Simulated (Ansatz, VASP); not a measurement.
# SnO2 in VASP and in Ansatz

Contents of INCAR:

```
  ALGO = Normal
  EDIFF = 1E-7
  ENCUT = 520
  GGA = CA
  ISIF = 2
  ISMEAR = 0
  LASPH = True
  LCHARG = False
  LREAL = False
  LWAVE = False
  NBANDS = 35
  NELM = 60
  PREC = Accurate
  SIGMA = 0.05
```

Contents of KPOINTS:

```
k-points
0
Gamma
  4 4 6
```

The input POSCAR:

```
SnO2
1.0
    4.7880040000      0.0000000000      0.0000000000
    0.0000000000      4.8665820000      0.0000000000
    0.0000000000      0.0000000000      3.2408980000
Sn O
2 4
Direct
    0.5000000000      0.5000000000      0.5000000000
    0.0000000000      0.0000000000      0.0000000000
    0.2918550000      0.3210420000      0.0000000000
    0.7918550000      0.1789580000      0.5000000000
    0.2081450000      0.8210420000      0.5000000000
    0.7081450000      0.6789580000      0.0000000000
```

Input for Ansatz:

```yaml
crystal:
  lattice:
    - [4.788004, 0.0, 0.0]
    - [0.0, 4.866582, 0.0]
    - [0.0, 0.0, 3.240898]
  atoms:
    - { symbol: Sn, position: [0.5, 0.5, 0.5] }
    - { symbol: Sn, position: [0.0, 0.0, 0.0] }
    - { symbol: O, position: [0.291855, 0.321042, 0.0] }
    - { symbol: O, position: [0.791855, 0.178958, 0.5] }
    - { symbol: O, position: [0.208145, 0.821042, 0.5] }
    - { symbol: O, position: [0.708145, 0.678958, 0.0] }
basis:
  ecutwfc: 510.0
kpoints:
  mp_grid:
    grid: [4, 4, 6]
hamiltonian:
  xc: lda
scf:
  occupations:
    method: gaussian
    width: 0.05
output:
  stress: true
```

Alike in both runs: task single point; functional LDA; k mesh 4 × 4 × 6; occupations gaussian, width 0.05 eV; no spin polarisation.

```csv
,VASP,Ansatz
version,VASP 6.6.1,Ansatz 0.2.0
potentials or method,"VASP PAW LDA potentials, release 64 (Sn_d, O), cutoff 520 eV","plane waves, PAW"
valence electrons in the cell,52,52
```

|  | VASP | Ansatz | Ansatz less VASP |
| --- | --- | --- | --- |
| pressure (GPa) | -10.4 | -11.2 | -0.81 |
| traceless stress, the component that is largest in VASP (GPa) | -1.03 | -1.31 | -0.286 |

LDA's correlation is that of Perdew and Zunger in VASP and of Perdew and Wang (1992) in Ansatz.
